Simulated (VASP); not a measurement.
# Al (Fm-3m) in VASP: notebook

Al is run at these levels: LDA; tasks: single point.

Everything below comes from runs of VASP 6.6.1. Logs are shortened: lines on timing, memory, paths and dates and some standing lists are left out, and cuts for length are marked.

**1. The cell of the first run**

Symmetry: Fm-3m, No. 225, cubic system. The conventional cell has a = 3.006 Å, b = 3.006 Å, c = 3.006 Å, α = 90.00°, β = 90.00°, γ = 90.00°. Within 2.8 Å of Al (site symmetry m-3m) lie 12 Al at 2.13 Å.

**2. Single point, LDA (volume scaled by 0.43)**

INCAR

```
SYSTEM = Al
PREC     = Accurate       ! precision mode
ENCUT    = 520            ! plane-wave cutoff, eV
EDIFF    = 1E-6           ! SCF threshold, eV
ISMEAR   = -1             ! smearing method
SIGMA    = 0.08           ! smearing width, eV
LREAL    = .False.        ! projectors in reciprocal space
LASPH    = .True.         ! aspherical terms in the spheres
NELM     = 60             ! most SCF steps
ALGO     = Normal         ! electronic algorithm
ISIF     = 2              ! what is computed and relaxed
LWAVE    = .False.        ! write WAVECAR
LCHARG   = .False.        ! write CHGCAR
GGA      = CA             ! functional
NBANDS   = 8              ! bands
```

KPOINTS

```
regular mesh
0
Gamma
  16 16 16
  0 0 0
```

POSCAR

```
Al
1.0
    0.0000000000      1.5032204881      1.5032204881
    1.5032204881      0.0000000000      1.5032204881
    1.5032204881      1.5032204881      0.0000000000
Al
1
Direct
    0.0000000000      0.0000000000      0.0000000000
```

Potentials or basis: VASP PAW LDA potentials, release 64 (Al).

Command:

```sh
cat potpaw_LDA.64/Al/POTCAR > POTCAR
mpirun -np 1 vasp_std > vasp.out
```

OUTCAR:

```text
SYSTEM = Al
   PREC = Accurate
   ENCUT = 520
   EDIFF = 1E-6
   ISMEAR = -1
   LREAL = .False.
   LASPH = .True.
   NELM = 60
   ISIF = 2
   GGA = CA

 ion  position               nearest neighbor table
   1  0.000  0.000  0.000-

  LATTYP: Found a face centered cubic cell.
 ALAT       =     3.0064409762

  Lattice vectors:

 A1 = (   0.0000000000,   1.5032204881,   1.5032204881)
 A2 = (   1.5032204881,   0.0000000000,   1.5032204881)
 A3 = (   1.5032204881,   1.5032204881,   0.0000000000)

Analysis of symmetry for initial positions (statically):
=====================================================================
 Subroutine PRICEL returns:
 Original cell was already a primitive cell.

 Routine SETGRP: Setting up the symmetry group for a
 face centered cubic supercell.

 Subroutine GETGRP returns: Found 48 space group operations
 (whereof 48 operations were pure point group operations)
 out of a pool of 48 trial point group operations.

The static configuration has the point symmetry O_h .

Analysis of symmetry for dynamics (positions and initial velocities):
=====================================================================
 Subroutine PRICEL returns:
 Original cell was already a primitive cell.

 Routine SETGRP: Setting up the symmetry group for a
 face centered cubic supercell.

 Subroutine GETGRP returns: Found 48 space group operations
 (whereof 48 operations were pure point group operations)
 out of a pool of 48 trial point group operations.

The dynamic configuration has the point symmetry O_h .

 Subroutine INISYM returns: Found 48 space group operations
 (whereof 48 operations are pure point group operations),
 and found     1 'primitive' translations

----------------------------------------------------------------------------------------

                                     Primitive cell

  volume of cell :       6.7936

  direct lattice vectors                    reciprocal lattice vectors
     0.000000000  1.503220488  1.503220488    -0.332619203  0.332619203  0.332619203
     1.503220488  0.000000000  1.503220488     0.332619203 -0.332619203  0.332619203
     1.503220488  1.503220488  0.000000000     0.332619203  0.332619203 -0.332619203

  length of vectors
     2.125874802  2.125874802  2.125874802     0.576113358  0.576113358  0.576113358

  position of ions in fractional coordinates (direct lattice)
     0.000000000  0.000000000  0.000000000

  ion indices of the primitive-cell ions
   primitive index   ion index
                 1           1

----------------------------------------------------------------------------------------

 KPOINTS: regular mesh

Automatic generation of k-mesh.
 Grid dimensions read from file:
 generate k-points for:   16   16   16

 Generating k-lattice:

  Cartesian coordinates                     Fractional coordinates (reciprocal lattice)
    -0.020788700  0.020788700  0.020788700     0.062500000  0.000000000  0.000000000
     0.020788700 -0.020788700  0.020788700     0.000000000  0.062500000  0.000000000
     0.020788700  0.020788700 -0.020788700     0.000000000  0.000000000  0.062500000

  Length of vectors
     0.036007085  0.036007085  0.036007085

  Shift w.r.t. Gamma in fractional coordinates (k-lattice)
     0.000000000  0.000000000  0.000000000

 Subroutine IBZKPT returns following result:
 ===========================================

 Found    145 irreducible k-points:

 Following reciprocal coordinates:
            Coordinates               Weight
  0.000000  0.000000  0.000000      1.000000
  0.062500  0.000000  0.000000      8.000000
  0.125000  0.000000  0.000000      8.000000
  0.187500  0.000000  0.000000      8.000000
  0.250000  0.000000  0.000000      8.000000
  0.312500  0.000000  0.000000      8.000000
[... 16 lines left out ...]
 -0.125000  0.062500  0.000000     24.000000
 -0.062500  0.062500  0.000000     12.000000
 [... further k-points ...]
   k-points           NKPTS =    145   k-points in BZ     NKDIM =    145   number of bands    NBANDS=      8
   number of dos      NEDOS =    301   number of ions     NIONS =      1
   total plane-waves  NPLWV =   4096
   dimension x,y,z NGX =    16 NGY =   16 NGZ =   16
   dimension x,y,z NGXF=    32 NGYF=   32 NGZF=   32
   ions per type =               1
   NGX,Y,Z   is equivalent  to a cutoff of  12.51, 12.51, 12.51 a.u.
   NGXF,Y,Z  is equivalent  to a cutoff of  25.02, 25.02, 25.02 a.u.
 SYSTEM =  Al
   PREC   = accura    normal or accurate (medium, high low for compatibility)
   ISTART =      0    job   : 0-new  1-cont  2-samecut
   ICHARG =      2    charge: 1-file 2-atom 10-const
   ISPIN  =      1    spin polarized calculation?
   LNONCOLLINEAR =      F non collinear calculations
   LSORBIT =      F    spin-orbit coupling
   LASPH  =      T    aspherical Exc in radial PAW
   ENCUT  =  520.0 eV  38.22 Ry    6.18 a.u.   3.95  3.95  3.95*2*pi/ulx,y,z
   NELM   =     60;   NELMIN=  2; NELMDL= -5     # of ELM steps
   EDIFF  = 0.1E-05   stopping-criterion for ELM
   LREAL  =      F    real-space projection
   EDIFFG = 0.1E-04   stopping-criterion for IOM
   NSW    =      0    number of steps for IOM
   IBRION =     -1    ionic relax: 0-MD 1-quasi-New 2-CG
   NFREE  =      0    steps in history (QN), initial steepest desc. (CG)
   ISIF   =      2    stress and relaxation
   ISYM   =      2    0-nonsym 1-usesym 2-fastsym
   POTIM  = 0.5000    time-step for ionic-motion
   TEBEG  =    0.0;   TEEND  =   0.0 temperature during run
   PSTRESS=    0.0 pullay stress
   NELECT =       3.0000    total number of electrons
   NUPDOWN=      -1.0000    fix difference up-down
   EMIN   =  10.00;   EMAX   =-10.00  energy-range for DOS
   EFERMI =   0.00;   METHOD = LEGACY
   ISMEAR =    -1;   SIGMA  =   0.08  broadening in eV -4-tet -1-fermi 0-gaus
   EFERMI_NEDOS =   21; number of points for ismear=-14 and -15
   IALGO  =     38    algorithm
   IMIX   =      4    mixing-type and parameters
     AMIX     =   0.40;   BMIX     =  1.00
     AMIX_MAG =   1.60;   BMIX_MAG =  1.00
  volume/ion in A,a.u.               =       6.79        45.85
  Fermi-wavevector in a.u.,A,eV,Ry     =   1.246663  2.355852 21.145764  1.554170
  Thomas-Fermi vector in A             =   2.380831
   LORBIT       =      0    0 simple, 1 ext, 2 COOP (PROOUT), +10 PAW based schemes
   GGA     = CA    functional components
   LHFCALC =     F    Hartree Fock is set to
   AEXX    =    0.0000 exact exchange contribution
   IVDW    =     0    specifies the selected vdW correction
   LEPSILON=     F    determine dielectric tensor
   LRPA    =     F    only Hartree local field effects (RPA)
 non-spin polarized calculation
  energy-cutoff  :      520.00
  volume of cell :        6.79
 maximum number of plane-waves:       190
   NGX =  7   NGY =  7   NGZ =  7

 number of electron       3.0000000 magnetization

 Free energy of the ion-electron system (eV)
  ---------------------------------------------------
  ext. energy  EPLUGINS =         0.00000000
  ---------------------------------------------------
  free energy    TOTEN  =         1.53835114 eV

  energy without entropy =        1.54377346  energy(sigma->0) =        1.54106230

 E-fermi :  20.6318     XC(G=0): -14.1159

 val. band max:       20.6265241232   @ k =  -0.2500   0.3125   0.1250
 cond. band min:      20.6592442079   @ k =  -0.3125   0.1875   0.0000
 fundamental gap:      0.0327200847
 Fermi energy:        20.6317994339

 k-point     1 :       0.0000    0.0000    0.0000
  band No.  band energies     occupation
      1       2.5799      2.00000
      2      39.4814      0.00000
      3      39.4814      0.00000
      4      39.4814      0.00000
      5      45.5877      0.00000
      6      50.1935      0.00000
      7      50.1935      0.00000
      8      50.1935      0.00000

 k-point     2 :       0.0625    0.0000    0.0000
  band No.  band energies     occupation
      1       2.7700      2.00000
      2      37.3755      0.00000
      3      39.4422      0.00000
      4      39.4422      0.00000
      5      46.9208      0.00000
      6      49.5628      0.00000
      7      49.5628      0.00000
      8      50.4562      0.00000

 k-point     3 :       0.1250    0.0000    0.0000
  band No.  band energies     occupation
      1       3.3360      2.00000
      2      33.7180      0.00000
      3      39.3031      0.00000
      4      39.3031      0.00000
      5      46.9133      0.00000
      6      48.4446      0.00000
      7      48.4446      0.00000
      8      52.9414      0.00000

 k-point     4 :       0.1875    0.0000    0.0000
  band No.  band energies     occupation
      1       4.2662      2.00000
      2      29.9373      0.00000
      3      39.0228      0.00000
      4      39.0228      0.00000
      5      45.8655      0.00000
      6      47.4434      0.00000
      7      47.4434      0.00000
      8      54.9129      0.00000

 k-point     5 :       0.2500    0.0000    0.0000
  band No.  band energies     occupation
      1       5.5417      2.00000
      2      26.2922      0.00000
      3      38.5967      0.00000
      4      38.5967      0.00000
      5      44.8774      0.00000
      6      46.7460      0.00000
      7      46.7460      0.00000
      8      55.9382      0.00000

 k-point     6 :       0.3125    0.0000    0.0000
  band No.  band energies     occupation
      1       7.1372      2.00000
      2      22.8602      0.00000
      3      38.0962      0.00000
      4      38.0962      0.00000
      5      44.1507      0.00000
      6      46.3473      0.00000
      7      46.3473      0.00000
      8      54.9959      0.00000

 k-point     7 :       0.3750    0.0000    0.0000
  band No.  band energies     occupation
      1       9.0181      2.00000
      2      19.6800      1.99999
      3      37.6364      0.00000
      4      37.6364      0.00000
      5      43.7003      0.00000
      6      46.1555      0.00000
      7      46.1555      0.00000
      8      53.9534      0.00000
[... 133 lines left out ...]
 k-point    20 :      -0.3125    0.0625    0.0000
  band No.  band energies     occupation
      1       7.8875      2.00000
      2      21.8778      0.00000
      3      35.3648      0.00000
      4      38.6731      0.00000
      5      45.2198      0.00000
      6      45.3792      0.00000
      7      47.2695      0.00000
      8      55.6064      0.00000

 k-point    21 :      -0.2500    0.0625    0.0000
  band No.  band energies     occupation
      1       6.1975      2.00000
      2      25.1977      0.00000
      3      35.7835      0.00000
      4      39.5974      0.00000
      5      44.8429      0.00000
      6      45.8873      0.00000
      7      48.0332      0.00000
      8      55.8274      0.00000

 k-point    22 :      -0.1875    0.0625    0.0000
  band No.  band energies     occupation
      1       4.8166      2.00000
      2      28.7096      0.00000
      3      36.3694      0.00000
      4      40.2886      0.00000
      5      44.9366      0.00000
      6      46.6089      0.00000
      7      48.8338      0.00000
      8      54.6416      0.00000

 k-point    23 :      -0.1250    0.0625    0.0000
  band No.  band energies     occupation
      1       3.7721      2.00000
      2      32.2892      0.00000
      3      37.1187      0.00000
      4      40.3727      0.00000
      5      45.8990      0.00000
      6      47.5607      0.00000
      7      49.2366      0.00000
      8      53.5168      0.00000

 k-point    24 :      -0.0625    0.0625    0.0000
  band No.  band energies     occupation
      1       3.0852      2.00000
      2      35.5113      0.00000
      3      38.1621      0.00000
      4      39.9855      0.00000
      5      47.5818      0.00000
      6      48.1486      0.00000
      7      48.8991      0.00000
      8      52.8937      0.00000

 [... further k-points ...]
[... 5 lines left out ...]
  --------------------------------------------------------------------------------------
  -------------------------------------------------------------------------------------
  Total       17.5746256     17.5746256     17.5746256     -0.0000000      0.0000000     -0.0000000
  in kB     4144.7525702   4144.7525702   4144.7525702     -0.0000000      0.0000000     -0.0000000
  external PRESSURE =    4144.7525702 kB  Pullay stress =       0.0000000 kB

 VOLUME and BASIS-vectors are now :
 -----------------------------------------------------------------------------
  energy-cutoff  :      520.00
  volume of cell :        6.79
      direct lattice vectors                 reciprocal lattice vectors
     0.000000000  1.503220488  1.503220488    -0.332619203  0.332619203  0.332619203
     1.503220488  0.000000000  1.503220488     0.332619203 -0.332619203  0.332619203
     1.503220488  1.503220488  0.000000000     0.332619203  0.332619203 -0.332619203

 POSITION                                       TOTAL-FORCE (eV/Angst)
 -----------------------------------------------------------------------------------
      0.00000      0.00000      0.00000        -0.000000      0.000000     -0.000000
 -----------------------------------------------------------------------------------
    total drift:                               -0.000000      0.000000     -0.000000

  FREE ENERGIE OF THE ION-ELECTRON SYSTEM (eV)
  ---------------------------------------------------
  free  energy   TOTEN  =         1.5383511437 eV

  energy  without entropy=        1.5437734586  energy(sigma->0) =        1.54106230
```

It took 1.9 s on 1 thread of Intel Xeon 6975P-C (Granite Rapids), shared host; peak memory 0.11 GiB.

What came out:

```yaml
Free_energy: 1.5384 eV
Pressure: 414.5 GPa
```

**3. Single point, LDA (volume scaled by 0.43)**

INCAR

```
SYSTEM = Al
PREC = Accurate
ENCUT = 520
EDIFF = 1E-6
ISMEAR = -1
SIGMA = 0.08
LREAL = .FALSE.
LASPH = .TRUE.
NELM = 80
ALGO = Normal
ISIF = 2
LWAVE = .FALSE.
LCHARG = .FALSE.
NBANDS = 8
```

KPOINTS

```
regular mesh
0
G
  16 16 16
  0 0 0
```

POSCAR is that of step 2.

Potentials or basis: VASP PAW LDA potentials, release 64 (Al).

Command:

```sh
cat potpaw_LDA.64/Al/POTCAR > POTCAR
mpirun -np 1 vasp_std > vasp.out
```

OUTCAR:

```text
SYSTEM = Al
   PREC = Accurate
   ENCUT = 520
   EDIFF = 1E-6
   ISMEAR = -1
   LREAL = .FALSE.
   LASPH = .TRUE.
   NELM = 80
   ISIF = 2

 ion  position               nearest neighbor table
   1  0.000  0.000  0.000-

  LATTYP: Found a face centered cubic cell.
 ALAT       =     3.0064409762

  Lattice vectors:

 A1 = (   0.0000000000,   1.5032204881,   1.5032204881)
 A2 = (   1.5032204881,   0.0000000000,   1.5032204881)
 A3 = (   1.5032204881,   1.5032204881,   0.0000000000)

[... 441 lines left out ...]

 [... further k-points ...]

------------------------ aborting loop because EDIFF is reached ----------------------------------------

  FORCE on cell =-STRESS in cart. coord.  units (eV):
  Direction    XX          YY          ZZ          XY          YZ          ZX
  --------------------------------------------------------------------------------------
  -------------------------------------------------------------------------------------
  Total       17.5746256     17.5746256     17.5746256     -0.0000000      0.0000000     -0.0000000
  in kB     4144.7525702   4144.7525702   4144.7525702     -0.0000000      0.0000000     -0.0000000
  external PRESSURE =    4144.7525702 kB  Pullay stress =       0.0000000 kB

 VOLUME and BASIS-vectors are now :
 -----------------------------------------------------------------------------
  energy-cutoff  :      520.00
  volume of cell :        6.79
      direct lattice vectors                 reciprocal lattice vectors
     0.000000000  1.503220488  1.503220488    -0.332619203  0.332619203  0.332619203
     1.503220488  0.000000000  1.503220488     0.332619203 -0.332619203  0.332619203
     1.503220488  1.503220488  0.000000000     0.332619203  0.332619203 -0.332619203

 POSITION                                       TOTAL-FORCE (eV/Angst)
 -----------------------------------------------------------------------------------
      0.00000      0.00000      0.00000        -0.000000      0.000000     -0.000000
 -----------------------------------------------------------------------------------
    total drift:                               -0.000000      0.000000     -0.000000

  FREE ENERGIE OF THE ION-ELECTRON SYSTEM (eV)
  ---------------------------------------------------
  free  energy   TOTEN  =         1.5383511437 eV

  energy  without entropy=        1.5437734586  energy(sigma->0) =        1.54106230
```

OSZICAR:

```text
N       E                     dE             d eps       ncg     rms          rms(c)
DAV:   1     0.383567904850E+01    0.38357E+01   -0.12445E+03  2400   0.233E+02
DAV:   2     0.126454718905E+01   -0.25711E+01   -0.24582E+01  3568   0.284E+01
DAV:   3     0.126089073504E+01   -0.36565E-02   -0.36557E-02  2824   0.131E+00
DAV:   4     0.126088855013E+01   -0.21849E-05   -0.21855E-05  3928   0.253E-02
DAV:   5     0.126088854812E+01   -0.20092E-08   -0.87403E-09  2824   0.206E-04    0.535E+00
DAV:   6     0.143923484655E+01    0.17835E+00   -0.88411E-03  2672   0.653E-01    0.269E+00
DAV:   7     0.153740645564E+01    0.98172E-01   -0.15089E-02  2592   0.840E-01    0.533E-01
DAV:   8     0.153834785100E+01    0.94140E-03   -0.18994E-04  3816   0.802E-02    0.120E-01
DAV:   9     0.153835105086E+01    0.31999E-05   -0.18067E-06  2928   0.938E-03    0.525E-03
DAV:  10     0.153835114374E+01    0.92883E-07   -0.48006E-08  3144   0.112E-03
   1 F= 0.15383511E+01 E0= 0.15410623E+01  d E =-.542231E-02
```

stdout:

```text
POSCAR found type information on POSCAR Al
 POSCAR found :  1 types and       1 ions
 scaLAPACK will be used
 LDA part: xc-table for (Slater(with rela. corr.)+CA(PZ))
 , standard interpolation
 POSCAR, INCAR and KPOINTS ok, starting setup
 FFT: planning ... GRIDC
 FFT: planning ... GRID_SOFT
 FFT: planning ... GRID
 WAVECAR not read
 entering main loop
```

It took 1.8 s on 1 thread of Intel Xeon 6975P-C (Granite Rapids), shared host; peak memory 0.11 GiB.

What came out:

| Item | Value |
| --- | --- |
| Free energy | 1.5384 eV |
| Pressure | 414.5 GPa |

Levels at points of the mesh, in eV from the Fermi level:
| k point | band 1 | band 2 | band 3 | band 4 | band 5 | band 6 |
| --- | --- | --- | --- | --- | --- | --- |
| (0.00, 0.00, 0.00) | -18.05 | 18.85 | 18.85 | 18.85 | 24.96 | 29.56 |
| (0.50, 0.00, 0.00) | -7.97 | -5.63 | 16.58 | 16.58 | 22.78 | 25.43 |
| (0.50, 0.50, 0.00) | -4.24 | -3.10 | 5.14 | 12.39 | 12.39 | 24.43 |

**4. Single point, LDA (volume scaled by 0.5)**

INCAR

```
SYSTEM = Al
  PREC = Accurate
  ENCUT = 520
  EDIFF = 1E-7
  ISMEAR = -1
  SIGMA = 0.08
  LREAL = .False.
  LASPH = .True.
  NELM = 60
  ALGO = Normal
  ISIF = 2
  LWAVE = .False.
  LCHARG = .True.
  GGA = CA
  LELF = .True.
  LVHAR = .True.
  NBANDS = 8
```

KPOINTS

```
Automatic mesh
0
Gamma
  16 16 16
  0 0 0
```

POSCAR

```
Al
1.0
    0.0000000000      1.5807257789      1.5807257789
    1.5807257789      0.0000000000      1.5807257789
    1.5807257789      1.5807257789      0.0000000000
Al
1
Direct
    0.0000000000      0.0000000000      0.0000000000
```

Command:

```sh
cat potpaw_LDA.64/Al/POTCAR > POTCAR
mpirun -np 1 vasp_std > vasp.out
```

Run time: 3.7 s. Hardware: 1 thread of Intel Xeon 6975P-C (Granite Rapids), shared host; peak memory 0.11 GiB.

The run converged. Its results:

```
Free energy : -0.7171 eV
Pressure    : 253.8 GPa
```

Levels at points of the mesh, in eV from the Fermi level:
```tsv
k point	band 1	band 2	band 3	band 4	band 5
(0.00, 0.00, 0.00)	-16.81	17.58	17.58	17.58	23.27
(0.50, 0.00, 0.00)	-7.47	-5.42	15.56	15.56	21.25
(0.50, 0.50, 0.00)	-4.22	-2.62	5.27	10.75	10.75
```
